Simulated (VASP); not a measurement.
Runs of VASP 6.6.1 on TlCl. The structure is cubic, space group Pm-3m (No. 221). The conventional cell has a = 3.794 Å, b = 3.794 Å, c = 3.794 Å, α = 90.00°, β = 90.00°, γ = 90.00°. Within 4.3 Å of Tl (site symmetry m-3m) lie 8 Cl at 3.29 Å and 6 Tl at 3.79 Å. Within 4.3 Å of Cl (site symmetry m-3m) lie 8 Tl at 3.29 Å and 6 Cl at 3.79 Å. 

| k mesh | smearing | gap on the mesh (eV) | pressure (GPa) |
| --- | --- | --- | --- |
| 4 × 4 × 4 | fermi-dirac 0.5 eV | 2.02 | 2.3 |
| 5 × 5 × 5 | gaussian 0.01 eV | 2.90 | (a) |
| 4 × 4 × 4 | gaussian 0.2 eV | 1.99 | 2.3 |
| 2 × 2 × 2 | gaussian 0.01 eV | (b) | 5.7 |
| 4 × 4 × 4 | fermi-dirac 0.2 eV | 2.00 | 2.3 |

Alike in all rows: task single point; level PBE; potentials or basis VASP PAW PBE potentials, release 64 (Tl_d, Cl); no spin polarisation; cell as given; cutoff (eV) 500.

Question: Fill in the values left out.

Answer: (a) 2.2; (b) 1.90.

Caveats: some runs use coarse meshes; spin-orbit coupling is left out, which moves the levels of the heavy elements.

A k mesh can miss the band edges, and the runs leave out spin-orbit coupling on Tl.
